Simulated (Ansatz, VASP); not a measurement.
# Te2Mo: VASP beside Ansatz

```xyz
3
Lattice="3.7026 0.0000 0.0000 -1.8513 3.2066 0.0000 0.0000 0.0000 17.5241" Properties=species:S:1:pos:R:3 pbc="T T T"
Te    0.0000    2.1377   15.7341
Te    0.0000    2.1377    1.7900
Mo    0.0000    0.0000    0.0000
```

Change from the starting cell: strain +0.040 along x and y, +0.000 along z, atoms carried along.

Alike in both runs: task single point; functional LDA; k mesh 12 × 12 × 2; occupations gaussian, width 0.05 eV; no spin polarisation.

|  | VASP | Ansatz |
| --- | --- | --- |
| version | VASP 6.6.1 | Ansatz 0.2.0 |
| potentials or method | VASP PAW LDA potentials, release 64 (Te, Mo_sv), cutoff 520 eV | scalar-relativistic, plane waves, PAW |
| valence electrons in the cell | 26 | 46 |

```tsv
	VASP	Ansatz	Ansatz less VASP
gap on the k mesh at the Fermi level (eV)	0.82	0.82	0.000
least direct gap on the mesh (eV)	0.82	0.82	0.000
rms of the force components (eV/Å)	0.454	0.475	+0.0207
```

LDA's correlation is that of Perdew and Zunger in VASP and of Perdew and Wang (1992) in Ansatz. Atom by atom the forces differ by 0.021 eV/Å (rms over components). VASP's potentials hold 26 valence electrons a cell and Ansatz's 46, so a difference there can come from the potentials and not from the codes.

Spin-orbit coupling is off throughout.
